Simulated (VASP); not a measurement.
# WS2 (P6_3/mmc) in VASP: density of states with PBEsol+D3(BJ)

Aim: the density of states of WS2 with PBEsol+D3(BJ).

Program: VASP 6.6.1. These are calculated values, not measurements. Logs are shortened: lines on timing, memory, paths and dates and some standing lists are left out, and cuts for length are marked.

### 1 The cell of the first run

It takes space group P6_3/mmc (No. 194, hexagonal). The conventional cell has a = 3.115 Å, b = 3.115 Å, c = 11.772 Å, α = 90.00°, β = 90.00°, γ = 120.00°. W (site symmetry -6m2) has 6 S at 2.39 Å and 6 W at 3.11 Å within 3.2 Å. Within 3.2 Å of S (site symmetry 3m) lie 3 W at 2.39 Å and 7 S at 3.11 to 3.14 Å.

### 2 Density of states, PBEsol+D3(BJ)

Input file POSCAR:

```
WS2
1.0
    3.1147478117      0.0000000000      0.0000000000
   -1.5573739059      2.6974507313      0.0000000000
    0.0000000000      0.0000000000     11.7718577107
W S
2 4
Direct
    0.3333333333      0.6666666667      0.2500000000
    0.6666666667      0.3333333333      0.7500000000
    0.3333333333      0.6666666667      0.6164486908
    0.6666666667      0.3333333333      0.1164486908
    0.3333333333      0.6666666667      0.8835513092
    0.6666666667      0.3333333333      0.3835513092
```

Input file INCAR.step1:

```
SYSTEM = WS2
  ALGO = Normal
  EDIFF = 1E-6
  ENCUT = 520
  GGA = PS
  ISIF = 2
  ISMEAR = 0
  IVDW = 12
  LASPH = .True.
  LCHARG = .True.
  LMAXMIX = 4
  LREAL = .False.
  LWAVE = .False.
  NBANDS = 35
  NELM = 60
  PREC = Accurate
  SIGMA = 0.02
```

Input file KPOINTS.step1:

```
k-points
0
Gamma
  12 12 4
  0 0 0
```

Input file INCAR.step2:

```
SYSTEM = WS2
  ALGO = Normal
  EDIFF = 1E-6
  ENCUT = 520
  GGA = PS
  ICHARG = 11
  ISIF = 2
  ISMEAR = -5
  IVDW = 12
  LASPH = .True.
  LCHARG = .False.
  LMAXMIX = 4
  LORBIT = 11
  LREAL = .False.
  LWAVE = .False.
  NBANDS = 35
  NEDOS = 2001
  NELM = 60
  PREC = Accurate
  SIGMA = 0.02
```

Input file KPOINTS.step2:

```
k-points
0
Gamma
  18 18 6
  0 0 0
```

Potentials or basis: VASP PAW PBE potentials, release 64 (W_sv, S).

Command:

```console
cat potpaw_PBE.64/W_sv/POTCAR potpaw_PBE.64/S/POTCAR > POTCAR
cp INCAR.step1 INCAR
cp KPOINTS.step1 KPOINTS
mpirun -np 1 vasp_std > vasp.out
cp INCAR.step2 INCAR
cp KPOINTS.step2 KPOINTS
mpirun -np 1 vasp_std > vasp.out
```

OUTCAR:

```text
SYSTEM = WS2
   EDIFF = 1E-6
   ENCUT = 520
   GGA = PS
   ICHARG = 11
   ISIF = 2
   ISMEAR = -5
   IVDW = 12
   LASPH = .True.
   LORBIT = 11
   LREAL = .False.
   NELM = 60
   PREC = Accurate
 IVDW          = 12

 ion  position               nearest neighbor table
   1  0.333  0.667  0.250-   4 2.39   6 2.39   4 2.39   6 2.39   4 2.39   6 2.39
   2  0.667  0.333  0.750-   3 2.39   5 2.39   3 2.39   5 2.39   3 2.39   5 2.39
   3  0.333  0.667  0.616-   2 2.39   2 2.39   2 2.39
   4  0.667  0.333  0.116-   1 2.39   1 2.39   1 2.39
   5  0.333  0.667  0.884-   2 2.39   2 2.39   2 2.39
   6  0.667  0.333  0.384-   1 2.39   1 2.39   1 2.39

  LATTYP: Found a hexagonal cell.
 ALAT       =     3.1147478117
 C/A-ratio  =     3.7793935247

  Lattice vectors:

 A1 = (   3.1147478117,   0.0000000000,   0.0000000000)
 A2 = (  -1.5573739059,   2.6974507313,   0.0000000000)
 A3 = (   0.0000000000,   0.0000000000,  11.7718577107)

Analysis of symmetry for initial positions (statically):
=====================================================================
 Subroutine PRICEL returns:
 Original cell was already a primitive cell.

 Routine SETGRP: Setting up the symmetry group for a
 hexagonal supercell.

 Subroutine GETGRP returns: Found 24 space group operations
 (whereof 12 operations were pure point group operations)
 out of a pool of 24 trial point group operations.

The static configuration has the point symmetry D_3d.
 The point group associated with its full space group is D_6h.

Analysis of symmetry for dynamics (positions and initial velocities):
=====================================================================
 Subroutine PRICEL returns:
 Original cell was already a primitive cell.

 Routine SETGRP: Setting up the symmetry group for a
 hexagonal supercell.

 Subroutine GETGRP returns: Found 24 space group operations
 (whereof 12 operations were pure point group operations)
 out of a pool of 24 trial point group operations.

The dynamic configuration has the point symmetry D_3d.
 The point group associated with its full space group is D_6h.

 Subroutine INISYM returns: Found 24 space group operations
 (whereof 12 operations are pure point group operations),
 and found     1 'primitive' translations

----------------------------------------------------------------------------------------

                                     Primitive cell

  volume of cell :      98.9057
[... 112 lines left out ...]
   EMIN   =  10.00;   EMAX   =-10.00  energy-range for DOS
   EFERMI =   0.00;   METHOD = LEGACY
   ISMEAR =    -5;   SIGMA  =   0.02  broadening in eV -4-tet -1-fermi 0-gaus
   EFERMI_NEDOS =   21; number of points for ismear=-14 and -15
   IALGO  =     38    algorithm
   IMIX   =      4    mixing-type and parameters
     AMIX     =   0.40;   BMIX     =  1.00
     AMIX_MAG =   1.60;   BMIX_MAG =  1.00
  volume/ion in A,a.u.               =      16.48       111.24
  Fermi-wavevector in a.u.,A,eV,Ry     =   1.321302  2.496899 23.753587  1.745839
  Thomas-Fermi vector in A             =   2.451066
   LORBIT       =     11    0 simple, 1 ext, 2 COOP (PROOUT), +10 PAW based schemes
   GGA     = PS    functional components
   LHFCALC =     F    Hartree Fock is set to
   AEXX    =    0.0000 exact exchange contribution
   IVDW    =    12    specifies the selected vdW correction
   LEPSILON=     F    determine dielectric tensor
   LRPA    =     F    only Hartree local field effects (RPA)
 non-spin polarized calculation
 Fermi weights with tetrahedron method with Bloechl corrections
  energy-cutoff  :      520.00
  volume of cell :       98.91
 maximum number of plane-waves:      2684
 NGX is ok and might be reduce to    24

 number of electron      52.0000001 magnetization

 Free energy of the ion-electron system (eV)
  ---------------------------------------------------
  ext. energy  EPLUGINS =         0.00000000
  ---------------------------------------------------
  free energy    TOTEN  =       -50.44773951 eV

  energy without entropy =      -50.44773951  energy(sigma->0) =      -50.44773951

 E-fermi :   8.4926     XC(G=0): -11.5848

 val. band max:        8.4655181169   @ k =   0.0000   0.0000   0.0000
 cond. band min:       9.1446841583   @ k =   0.1667   0.1667   0.0000
 fundamental gap:      0.6791660414
 Fermi energy:         8.4926065238

 k-point     1 :       0.0000    0.0000    0.0000
  band No.  band energies     occupation
      1     -66.1768      2.00000
      2     -66.1767      2.00000
      3     -30.4838      2.00000
      4     -30.4837      2.00000
      5     -30.2551      2.00000
      6     -30.2551      2.00000
[... 901 lines left out ...]
     34      13.0477      0.00000
     35      13.1248      0.00000

 [... further k-points ...]

------------------------ aborting loop because EDIFF is reached ----------------------------------------

 Edisp (eV)   -2.49758

 E8    (eV) :    -1.6208

  FORCE on cell =-STRESS in cart. coord.  units (eV):
  Direction    XX          YY          ZZ          XY          YZ          ZX
  --------------------------------------------------------------------------------------
  -------------------------------------------------------------------------------------
  Total       0.08476     0.08476     0.13418    -0.00000     0.00000     0.00000
  in kB       1.37297     1.37297     2.17366    -0.00000     0.00000     0.00000
  external pressure =        1.64 kB  Pullay stress =        0.00 kB

 VOLUME and BASIS-vectors are now :
 -----------------------------------------------------------------------------
  energy-cutoff  :      520.00
  volume of cell :       98.91
      direct lattice vectors                 reciprocal lattice vectors
     3.114747812  0.000000000  0.000000000     0.321053280  0.185360197  0.000000000
    -1.557373906  2.697450731  0.000000000     0.000000000  0.370720395  0.000000000
     0.000000000  0.000000000 11.771857711     0.000000000  0.000000000  0.084948359

 POSITION                                       TOTAL-FORCE (eV/Angst)
 -----------------------------------------------------------------------------------
     -0.00000      1.79830      2.94296        -0.000000      0.000000      0.000000
      1.55737      0.89915      8.82889         0.000000     -0.000000      0.000000
     -0.00000      1.79830      7.25675         0.000000      0.000000     -0.019097
      1.55737      0.89915      1.37082         0.000000     -0.000000     -0.019097
     -0.00000      1.79830     10.40104         0.000000      0.000000      0.019097
      1.55737      0.89915      4.51511         0.000000     -0.000000      0.019097
 -----------------------------------------------------------------------------------
    total drift:                               -0.000000      0.000000     -0.000000

  FREE ENERGIE OF THE ION-ELECTRON SYSTEM (eV)
  ---------------------------------------------------
  free  energy   TOTEN  =       -52.9453153203 eV

  energy  without entropy=      -52.9453153203  energy(sigma->0) =      -52.94531532

 total charge

# of ion       s       p       d       tot
------------------------------------------
    1        2.330   6.351   3.448  12.129
    2        2.330   6.351   3.448  12.129
    3        1.355   2.354   0.000   3.709
    4        1.355   2.354   0.000   3.709
    5        1.355   2.354   0.000   3.709
    6        1.355   2.354   0.000   3.709
--------------------------------------------------
tot         10.081  22.118   6.896  39.094
```

OUTCAR.step1:

```text
SYSTEM = WS2
   EDIFF = 1E-6
   ENCUT = 520
   GGA = PS
   ISIF = 2
   ISMEAR = 0
[... 1158 lines left out ...]
     -0.00000      1.79830      7.25675         0.000000      0.000000     -0.019438
      1.55737      0.89915      1.37082         0.000000      0.000000     -0.019438
     -0.00000      1.79830     10.40104         0.000000     -0.000000      0.019438
      1.55737      0.89915      4.51511        -0.000000      0.000000      0.019438
 -----------------------------------------------------------------------------------
    total drift:                               -0.000000      0.000000     -0.000000

  FREE ENERGIE OF THE ION-ELECTRON SYSTEM (eV)
  ---------------------------------------------------
  free  energy   TOTEN  =       -52.9453087870 eV

  energy  without entropy=      -52.9453087870  energy(sigma->0) =      -52.94530879
```

OSZICAR.step1:

```text
N       E                     dE             d eps       ncg     rms          rms(c)
DAV:   1     0.508037908292E+03    0.50804E+03   -0.28459E+04  4310   0.150E+03
DAV:   2    -0.199723664050E+02   -0.52801E+03   -0.50997E+03  4525   0.415E+02
DAV:   3    -0.521441245011E+02   -0.32172E+02   -0.31597E+02  4970   0.976E+01
DAV:   4    -0.528968427877E+02   -0.75272E+00   -0.74880E+00  4757   0.155E+01
DAV:   5    -0.529112959340E+02   -0.14453E-01   -0.14445E-01  4883   0.225E+00    0.415E+01
DAV:   6    -0.508154240212E+02    0.20959E+01   -0.66659E+00  4542   0.177E+01    0.175E+01
DAV:   7    -0.505958224545E+02    0.21960E+00   -0.24753E+00  4318   0.786E+00    0.660E+00
DAV:   8    -0.504503804793E+02    0.14544E+00   -0.41530E-01  4482   0.436E+00    0.235E+00
DAV:   9    -0.504512522216E+02   -0.87174E-03   -0.53051E-02  4939   0.116E+00    0.126E+00
DAV:  10    -0.504482478815E+02    0.30043E-02   -0.27779E-02  4725   0.108E+00    0.470E-01
DAV:  11    -0.504477479905E+02    0.49989E-03   -0.39547E-03  4361   0.398E-01    0.151E-01
DAV:  12    -0.504477306053E+02    0.17385E-04   -0.14561E-04  4495   0.718E-02    0.759E-02
DAV:  13    -0.504477329602E+02   -0.23548E-05   -0.44345E-05  4577   0.424E-02    0.338E-02
DAV:  14    -0.504477329788E+02   -0.18658E-07   -0.81895E-06  4457   0.148E-02
   1 F= -.52945309E+02 E0= -.52945309E+02  d E =-.206927E-32
```

It took 8.7 min on 1 thread of Oxide Virtual Turin-like, shared host; peak memory 0.46 GiB.

What came out:

* Valence electrons inside the program's atomic spheres: W 12.13; S 3.71
* Dispersion energy per atom: -0.416 eV

Caveat: the PAW data sets were made with another functional, which shifts forces and pressure a little; spin-orbit coupling is left out, which moves the levels of the heavy elements.
